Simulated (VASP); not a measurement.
Set up this calculation in VASP 6.6.1, as the native input.

| Item | Value |
| --- | --- |
| Task | single point |
| Functional | PBE |
| Potentials or basis | VASP PAW PBE potentials, release 64 (Rb_sv, Br) |
| Cutoff | 520 eV |
| k mesh | 6 × 6 × 6 |
| Occupations | gaussian, width 0.02 eV |
| Spin | no spin polarisation |
| Dipole correction | no |
| Further INCAR settings | ALGO = Normal; EDIFF = 1e-07; NBANDS = 15 |

The structure of RbBr lies in POSCAR:

```
RbBr
1.0
    4.4150677541      0.0941158232      0.2368368370
    0.0941158232      4.4150677541      0.2368368370
    0.2368368370      0.2368368370      4.0437207971
Rb Br
1 1
Direct
    0.0428437672     -0.0428437672      0.0000000000
    0.4571562328      0.5428437672      0.5000000000
```

This cell differs from its parent crystal: strained and its atoms moved.

One way to write it, as run:

INCAR

```
SYSTEM = RbBr
ALGO = Normal
EDIFF = 1E-7
ENCUT = 520
GGA = PE
ISIF = 2
ISMEAR = 0
LASPH = .TRUE.
LCHARG = .FALSE.
LREAL = .FALSE.
LWAVE = .FALSE.
NBANDS = 15
NELM = 80
PREC = Accurate
SIGMA = 0.02
```

KPOINTS

```
k-points
0
G
  6 6 6
  0 0 0
```

Potentials or basis: VASP PAW PBE potentials, release 64 (Rb_sv, Br).

Run with:

```console
$ cat potpaw_PBE.64/Rb_sv/POTCAR potpaw_PBE.64/Br/POTCAR > POTCAR
$ mpirun -np 1 vasp_std > vasp.out
```

Results of the run:

| Quantity | Value |
| --- | --- |
| Pressure | 0.8 GPa |
| Largest force | 0.419 eV/Å |
| Band gap on the k mesh | 3.65 eV (least direct gap 3.69 eV) |

Caveat: the cell differs from its parent crystal (strained and its atoms moved).

Wall time 54 s on 1 thread of Intel(R) Xeon(R) Platinum 8375C CPU @ 2.90GHz (Ice Lake) (shared host), peak memory 0.23 GiB.
